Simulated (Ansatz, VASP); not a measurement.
## One calculation of HfN, two programs

The input INCAR:

```
PREC = Accurate ; ENCUT = 600
EDIFF = 1E-6 ; ISMEAR = 0
SIGMA = 0.15 ; LREAL = False
LASPH = True ; NELM = 120
ALGO = Normal ; ISIF = 2
LWAVE = False ; LCHARG = False
GGA = PS ; NBANDS = 14
GGA_COMPAT = False
```

KPOINTS

```
Automatic mesh
0
Gamma
  22 22 22
```

The input POSCAR:

```
HfN
1.0
    0.0000000000      2.3070451518      2.1382369700
    2.3070451518      0.0000000000      2.1382369700
    2.3070451518      2.3070451518      0.0000000000
Hf N
1 1
Direct
    0.0000000000      0.0000000000      0.0000000000
    0.5000000000      0.5000000000      0.5000000000
```

Input for Ansatz:

```yaml
crystal:
  lattice:
    - [0.0, 2.3070451518, 2.13823697]
    - [2.3070451518, 0.0, 2.13823697]
    - [2.3070451518, 2.3070451518, 0.0]
  atoms:
    - { symbol: Hf, position: [0.0, 0.0, 0.0] }
    - { symbol: "N", position: [0.5, 0.5, 0.5] }
basis:
  ecutwfc: 420
kpoints:
  mp_grid: { grid: [22, 22, 22] }
hamiltonian:
  xc: pbesol
scf:
  occupations: { method: gaussian, width: 0.15 }
output:
  forces: true
  stress: true
  eigenvalues: true
```

Change from the starting cell: strain +0.025 along x and y, -0.050 along z, atoms carried along.

Alike in both runs: task single point; functional PBEsol; k mesh 22 × 22 × 22; occupations gaussian, width 0.15 eV; no spin polarisation.

```csv
,VASP,Ansatz
version,VASP 6.6.1,Ansatz 0.2.0
potentials or method,"VASP PAW PBE potentials, release 64 (Hf_pv, N), cutoff 600 eV","scalar-relativistic, plane waves, PAW"
valence electrons in the cell,15,31
```

```tsv
	VASP	Ansatz	Ansatz less VASP
gap on the k mesh at the Fermi level (eV)	none	none	-
pressure (GPa)	2.3	4.5	+2.19
traceless stress, the component that is largest in VASP (GPa)	30.20	30.22	+0.014
```

VASP's potentials were made for PBE, not for PBEsol. A gap of «none» marks a metal or a gap that the smearing closes. With one functional, cell and mesh, what is left measures potentials, basis and numerics. VASP's potentials hold 15 valence electrons a cell and Ansatz's 31, so a difference there can come from the potentials and not from the codes.

Neither program's run includes spin-orbit coupling.
